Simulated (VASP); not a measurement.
# Sb (I4/mmm) in VASP: further runs

Runs on Sb. Level: PBEsol. Tasks: single point.

Everything below comes from runs of VASP 6.6.1. Logs are shortened: lines on timing, memory, paths and dates and some standing lists are left out, and cuts for length are marked.

**1. The cell of the first run**

Symmetry: I4/mmm, No. 139, tetragonal system. Conventional cell: a = 2.949 Å, b = 2.949 Å, c = 4.859 Å, α = 90.00°, β = 90.00°, γ = 90.00°. Within 3.9 Å of Sb (site symmetry 4/mmm) lie 12 Sb at 2.95 to 3.20 Å.

**2. Single point, PBEsol (volume scaled by 0.94)**

INCAR

```
SYSTEM = Sb
  ALGO = Normal
  EDIFF = 1E-6
  ENCUT = 520
  GGA = PS
  ISIF = 2
  ISMEAR = -1
  LASPH = .True.
  LCHARG = .True.
  LELF = .True.
  LREAL = .False.
  LVHAR = .True.
  LWAVE = .False.
  NBANDS = 8
  NELM = 80
  PREC = Accurate
  SIGMA = 0.05
```

KPOINTS

```
k-points
0
Gamma
  19 19 19
  0 0 0
```

POSCAR

```
Sb
1.0
   -1.4742770936      1.4742770936      2.4293735496
    1.4742770936     -1.4742770936      2.4293735496
    1.4742770936      1.4742770936     -2.4293735496
Sb
1
Direct
    0.0000000000      0.0000000000      0.0000000000
```

Potentials or basis: VASP PAW PBE potentials, release 64 (Sb).

Started as:

```sh
$ cat potpaw_PBE.64/Sb/POTCAR > POTCAR
$ mpirun -np 1 vasp_std > vasp.out
```

OUTCAR:

```text
SYSTEM = Sb
   EDIFF = 1E-6
   ENCUT = 520
   GGA = PS
   ISIF = 2
   ISMEAR = -1
   LASPH = .True.
   LREAL = .False.
   NELM = 80
   PREC = Accurate

 ion  position               nearest neighbor table
   1  0.000  0.000  0.000-

  LATTYP: Found a body centered tetragonal cell.
 ALAT       =     2.9485541872
 C/A-ratio  =     1.6478405316

  Lattice vectors:

 A1 = (  -1.4742770936,   1.4742770936,   2.4293735496)
 A2 = (   1.4742770936,  -1.4742770936,   2.4293735496)
 A3 = (   1.4742770936,   1.4742770936,  -2.4293735496)

Analysis of symmetry for initial positions (statically):
=====================================================================
 Subroutine PRICEL returns:
 Original cell was already a primitive cell.

 Routine SETGRP: Setting up the symmetry group for a
 body centered tetragonal supercell.

 Subroutine GETGRP returns: Found 16 space group operations
 (whereof 16 operations were pure point group operations)
 out of a pool of 16 trial point group operations.

The static configuration has the point symmetry D_4h.

Analysis of symmetry for dynamics (positions and initial velocities):
=====================================================================
 Subroutine PRICEL returns:
 Original cell was already a primitive cell.

 Routine SETGRP: Setting up the symmetry group for a
 body centered tetragonal supercell.

 Subroutine GETGRP returns: Found 16 space group operations
 (whereof 16 operations were pure point group operations)
 out of a pool of 16 trial point group operations.

The dynamic configuration has the point symmetry D_4h.

 Subroutine INISYM returns: Found 16 space group operations
 (whereof 16 operations are pure point group operations),
 and found     1 'primitive' translations

----------------------------------------------------------------------------------------

                                     Primitive cell

  volume of cell :      21.1209

  direct lattice vectors                    reciprocal lattice vectors
    -1.474277094  1.474277094  2.429373550     0.000000000  0.339149270  0.205814376
     1.474277094 -1.474277094  2.429373550     0.339149270  0.000000000  0.205814376
     1.474277094  1.474277094 -2.429373550     0.339149270  0.339149270  0.000000000

  length of vectors
     3.201381224  3.201381224  3.201381224     0.396713731  0.396713731  0.479629497

  position of ions in fractional coordinates (direct lattice)
     0.000000000  0.000000000  0.000000000

  ion indices of the primitive-cell ions
   primitive index   ion index
                 1           1

----------------------------------------------------------------------------------------

 KPOINTS: k-points

Automatic generation of k-mesh.
 Grid dimensions read from file:
 generate k-points for:   19   19   19

 Generating k-lattice:

  Cartesian coordinates                     Fractional coordinates (reciprocal lattice)
     0.000000000  0.017849962  0.010832336     0.052631579 -0.000000000  0.000000000
     0.017849962  0.000000000  0.010832336    -0.000000000  0.052631579  0.000000000
     0.017849962  0.017849962  0.000000000     0.000000000  0.000000000  0.052631579

  Length of vectors
     0.020879670  0.020879670  0.025243658

  Shift w.r.t. Gamma in fractional coordinates (k-lattice)
     0.000000000  0.000000000  0.000000000

 Subroutine IBZKPT returns following result:
 ===========================================

 Found    550 irreducible k-points:

 Following reciprocal coordinates:
            Coordinates               Weight
  0.000000  0.000000  0.000000      1.000000
  0.052632 -0.000000  0.000000      8.000000
  0.105263 -0.000000  0.000000      8.000000
  0.157895 -0.000000  0.000000      8.000000
  0.210526 -0.000000  0.000000      8.000000
  0.263158  0.000000  0.000000      8.000000
[... 16 lines left out ...]
 -0.315789  0.052632 -0.000000     16.000000
 -0.263158  0.052632 -0.000000     16.000000
 [... further k-points ...]
   k-points           NKPTS =    550   k-points in BZ     NKDIM =    550   number of bands    NBANDS=      8
   number of dos      NEDOS =    301   number of ions     NIONS =      1
   total plane-waves  NPLWV =  13824
   dimension x,y,z NGX =    24 NGY =   24 NGZ =   24
   dimension x,y,z NGXF=    48 NGYF=   48 NGZF=   48
   ions per type =               1
   NGX,Y,Z   is equivalent  to a cutoff of  12.46, 12.46, 12.46 a.u.
   NGXF,Y,Z  is equivalent  to a cutoff of  24.93, 24.93, 24.93 a.u.
 SYSTEM =  Sb
   PREC   = accura    normal or accurate (medium, high low for compatibility)
   ISTART =      0    job   : 0-new  1-cont  2-samecut
   ICHARG =      2    charge: 1-file 2-atom 10-const
   ISPIN  =      1    spin polarized calculation?
   LNONCOLLINEAR =      F non collinear calculations
   LSORBIT =      F    spin-orbit coupling
   LASPH  =      T    aspherical Exc in radial PAW
   ENCUT  =  520.0 eV  38.22 Ry    6.18 a.u.   5.95  5.95  5.95*2*pi/ulx,y,z
   NELM   =     80;   NELMIN=  2; NELMDL= -5     # of ELM steps
   EDIFF  = 0.1E-05   stopping-criterion for ELM
   LREAL  =      F    real-space projection
   EDIFFG = 0.1E-04   stopping-criterion for IOM
   NSW    =      0    number of steps for IOM
   IBRION =     -1    ionic relax: 0-MD 1-quasi-New 2-CG
   NFREE  =      0    steps in history (QN), initial steepest desc. (CG)
   ISIF   =      2    stress and relaxation
   ISYM   =      2    0-nonsym 1-usesym 2-fastsym
   POTIM  = 0.5000    time-step for ionic-motion
   TEBEG  =    0.0;   TEEND  =   0.0 temperature during run
   PSTRESS=    0.0 pullay stress
   NELECT =       5.0000    total number of electrons
   NUPDOWN=      -1.0000    fix difference up-down
   EMIN   =  10.00;   EMAX   =-10.00  energy-range for DOS
   EFERMI =   0.00;   METHOD = LEGACY
   ISMEAR =    -1;   SIGMA  =   0.05  broadening in eV -4-tet -1-fermi 0-gaus
   EFERMI_NEDOS =   21; number of points for ismear=-14 and -15
   IALGO  =     38    algorithm
   IMIX   =      4    mixing-type and parameters
     AMIX     =   0.40;   BMIX     =  1.00
     AMIX_MAG =   1.60;   BMIX_MAG =  1.00
  volume/ion in A,a.u.               =      21.12       142.53
  Fermi-wavevector in a.u.,A,eV,Ry     =   1.012731  1.913784 13.954455  1.025624
  Thomas-Fermi vector in A             =   2.145858
   LORBIT       =      0    0 simple, 1 ext, 2 COOP (PROOUT), +10 PAW based schemes
   GGA     = PS    functional components
   LHFCALC =     F    Hartree Fock is set to
   AEXX    =    0.0000 exact exchange contribution
   IVDW    =     0    specifies the selected vdW correction
   LEPSILON=     F    determine dielectric tensor
   LRPA    =     F    only Hartree local field effects (RPA)
 non-spin polarized calculation
  energy-cutoff  :      520.00
  volume of cell :       21.12
 maximum number of plane-waves:       590
   NGX = 11   NGY = 11   NGZ = 11

 number of electron       4.9999999 magnetization

 Free energy of the ion-electron system (eV)
  ---------------------------------------------------
  ext. energy  EPLUGINS =         0.00000000
  ---------------------------------------------------
  free energy    TOTEN  =        -3.98792345 eV

  energy without entropy =       -3.98381731  energy(sigma->0) =       -3.98587038

 E-fermi :  11.9648     XC(G=0): -11.4114

 val. band max:       11.9597647711   @ k =  -0.2632   0.1053  -0.0000
 cond. band min:      11.9761136648   @ k =  -0.4211   0.2632   0.0526
 fundamental gap:      0.0163488936
 Fermi energy:        11.9647856801

 k-point     1 :       0.0000    0.0000    0.0000
  band No.  band energies     occupation
      1      -3.2192      2.00000
      2      19.0175      0.00000
      3      19.2007      0.00000
      4      19.2007      0.00000
      5      22.3358      0.00000
      6      22.3414      0.00000
      7      23.3371      0.00000
      8      23.3371      0.00000

 k-point     2 :       0.0526   -0.0000    0.0000
  band No.  band energies     occupation
      1      -3.1502      2.00000
      2      18.3543      0.00000
      3      18.8362      0.00000
      4      19.1538      0.00000
      5      21.7636      0.00000
      6      22.6916      0.00000
      7      23.4749      0.00000
      8      23.4925      0.00000

 k-point     3 :       0.1053   -0.0000    0.0000
  band No.  band energies     occupation
      1      -2.9432      2.00000
      2      16.6374      0.00000
      3      18.2768      0.00000
      4      19.0351      0.00000
      5      21.3482      0.00000
      6      22.4597      0.00000
      7      23.8203      0.00000
      8      23.8614      0.00000

 k-point     4 :       0.1579   -0.0000    0.0000
  band No.  band energies     occupation
      1      -2.5983      2.00000
      2      14.6697      0.00000
      3      17.5923      0.00000
      4      18.8899      0.00000
      5      20.9672      0.00000
      6      22.0490      0.00000
      7      24.4293      0.00000
      8      24.6429      0.00000

 k-point     5 :       0.2105   -0.0000    0.0000
  band No.  band energies     occupation
      1      -2.1159      2.00000
      2      12.6808      0.00000
      3      16.8998      0.00000
      4      18.7576      0.00000
      5      20.5478      0.00000
      6      21.8195      0.00000
      7      25.0273      0.00000
      8      25.5908      0.00000

 k-point     6 :       0.2632    0.0000    0.0000
  band No.  band energies     occupation
      1      -1.4971      2.00000
      2      10.7519      2.00000
      3      16.2635      0.00000
      4      18.6606      0.00000
      5      20.1409      0.00000
      6      21.7406      0.00000
      7      24.9605      0.00000
      8      25.7663      0.00000

 k-point     7 :       0.3158   -0.0000    0.0000
  band No.  band energies     occupation
      1      -0.7460      2.00000
      2       8.9243      2.00000
      3      15.7208      0.00000
      4      18.6060      0.00000
      5      19.7948      0.00000
      6      21.7654      0.00000
      7      24.3523      0.00000
      8      24.9892      0.00000

 k-point     8 :       0.3684   -0.0000    0.0000
  band No.  band energies     occupation
      1       0.1267      2.00000
      2       7.2301      2.00000
      3      15.2958      0.00000
      4      18.5886      0.00000
      5      19.5296      0.00000
      6      21.8691      0.00000
      7      23.7938      0.00000
      8      24.3021      0.00000

 k-point     9 :       0.4211   -0.0000    0.0000
  band No.  band energies     occupation
      1       1.0839      2.00000
      2       5.7190      2.00000
      3      15.0043      0.00000
      4      18.5940      0.00000
      5      19.3515      0.00000
      6      22.0270      0.00000
      7      23.3875      0.00000
      8      23.7491      0.00000

 k-point    10 :       0.4737   -0.0000    0.0000
  band No.  band energies     occupation
      1       1.9465      2.00000
      2       4.5777      2.00000
      3      14.8562      0.00000
      4      18.6036      0.00000
      5      19.2624      0.00000
      6      22.1742      0.00000
      7      23.1738      0.00000
      8      23.4028      0.00000
[... 78 lines left out ...]
 k-point    18 :       0.4211    0.0526    0.0000
  band No.  band energies     occupation
      1       1.4007      2.00000
      2       5.4274      2.00000
      3      14.7957      0.00000
      4      17.8018      0.00000
      5      19.5022      0.00000
      6      21.4512      0.00000
      7      23.4623      0.00000
      8      25.0363      0.00000

 k-point    19 :       0.4737    0.0526    0.0000
  band No.  band energies     occupation
      1       2.1357      2.00000
      2       4.4873      2.00000
      3      14.6659      0.00000
      4      17.9414      0.00000
      5      19.4598      0.00000
      6      21.2888      0.00000
      7      23.6786      0.00000
      8      24.5601      0.00000

 k-point    20 :      -0.4737    0.0526    0.0000
  band No.  band energies     occupation
      1       1.8151      2.00000
      2       4.8813      2.00000
      3      14.6775      0.00000
      4      18.0809      0.00000
      5      19.5049      0.00000
      6      21.2805      0.00000
      7      23.9460      0.00000
      8      24.2831      0.00000

 k-point    21 :      -0.4211    0.0526   -0.0000
  band No.  band energies     occupation
      1       0.8877      2.00000
      2       6.1594      2.00000
      3      14.8307      0.00000
      4      18.1914      0.00000
      5      19.6423      0.00000
      6      21.4652      0.00000
      7      23.8114      0.00000
      8      24.6335      0.00000

 k-point    22 :      -0.3684    0.0526    0.0000
  band No.  band energies     occupation
      1      -0.0536      2.00000
      2       7.7246      2.00000
      3      15.1206      0.00000
      4      18.2735      0.00000
      5      19.8718      0.00000
      6      21.8141      0.00000
      7      23.6749      0.00000
      8      25.1963      0.00000

 k-point    23 :      -0.3158    0.0526   -0.0000
  band No.  band energies     occupation
      1      -0.8955      2.00000
      2       9.4544      2.00000
      3      15.5374      0.00000
      4      18.3524      0.00000
      5      20.1810      0.00000
      6      22.2086      0.00000
      7      23.7363      0.00000
      8      25.4691      0.00000

 k-point    24 :      -0.2632    0.0526   -0.0000
  band No.  band energies     occupation
      1      -1.6119      2.00000
      2      11.3075      2.00000
      3      16.0658      0.00000
      4      18.4539      0.00000
      5      20.5370      0.00000
      6      22.4575      0.00000
      7      24.1361      0.00000
      8      24.7878      0.00000

 [... further k-points ...]
[... 5 lines left out ...]
  --------------------------------------------------------------------------------------
  -------------------------------------------------------------------------------------
  Total        3.4055511      3.4055511      2.9462485      0.0000000     -0.0000000      0.0000000
  in kB      258.3363103    258.3363103    223.4948015      0.0000000     -0.0000000      0.0000000
  external PRESSURE =     246.7224740 kB  Pullay stress =       0.0000000 kB

 VOLUME and BASIS-vectors are now :
 -----------------------------------------------------------------------------
  energy-cutoff  :      520.00
  volume of cell :       21.12
      direct lattice vectors                 reciprocal lattice vectors
    -1.474277094  1.474277094  2.429373550     0.000000000  0.339149270  0.205814376
     1.474277094 -1.474277094  2.429373550     0.339149270  0.000000000  0.205814376
     1.474277094  1.474277094 -2.429373550     0.339149270  0.339149270  0.000000000

 POSITION                                       TOTAL-FORCE (eV/Angst)
 -----------------------------------------------------------------------------------
      0.00000      0.00000      0.00000        -0.000000      0.000000     -0.000000
 -----------------------------------------------------------------------------------
    total drift:                                0.000000      0.000000      0.000000

  FREE ENERGIE OF THE ION-ELECTRON SYSTEM (eV)
  ---------------------------------------------------
  free  energy   TOTEN  =        -3.9879234529 eV

  energy  without entropy=       -3.9838173125  energy(sigma->0) =       -3.98587038
```

Wall time 20 s (1 thread of Intel Xeon 6975P-C (Granite Rapids), shared host); peak memory 0.21 GiB.

Results:

* Free energy: -3.9879 eV
* Pressure: 24.7 GPa

Caveat: the PAW data sets were made with another functional, which shifts forces and pressure a little; spin-orbit coupling is left out, which moves the levels of the heavy elements.

**3. Single point, PBEsol (volume scaled by 0.95)**

INCAR

```
PREC = Accurate ; ENCUT = 520
EDIFF = 1E-7 ; ISMEAR = -1
SIGMA = 0.05 ; LREAL = F
LASPH = T ; NELM = 60
ALGO = Normal ; ISIF = 2
LWAVE = F ; LCHARG = F
GGA = PS ; NBANDS = 8
```

KPOINTS

```
regular mesh
0
Gamma
  19 19 19
```

POSCAR

```
Sb
1.0
   -1.4794865966      1.4794865966      2.4379579798
    1.4794865966     -1.4794865966      2.4379579798
    1.4794865966      1.4794865966     -2.4379579798
Sb
1
Direct
    0.0000000000      0.0000000000      0.0000000000
```

Potentials or basis: VASP PAW PBE potentials, release 64 (Sb).

Started as:

```sh
$ cat potpaw_PBE.64/Sb/POTCAR > POTCAR
$ mpirun -np 1 vasp_std > vasp.out
```

Run time: 25 s. Hardware: 1 thread of Intel Xeon 6975P-C (Granite Rapids), shared host; peak memory 0.21 GiB.

Results (log left out):

```yaml
Free_energy: -4.0213 eV
Pressure: 22.9 GPa
```

Stress tensor (GPa, compression positive):
```
23.99  0.00  0.00
 0.00 23.99  0.00
 0.00  0.00 20.74
```

Levels at points of the mesh, in eV from the Fermi level:
| k point | band 1 | band 2 | band 3 | band 4 | band 5 | band 6 |
| --- | --- | --- | --- | --- | --- | --- |
| (0.00, 0.00, 0.00) | -15.08 | 6.95 | 7.15 | 7.15 | 10.33 | 10.38 |

Caveat: the PAW data sets were made with another functional, which shifts forces and pressure a little; spin-orbit coupling is left out, which moves the levels of the heavy elements.

(Part 1 of 2 ends here.)
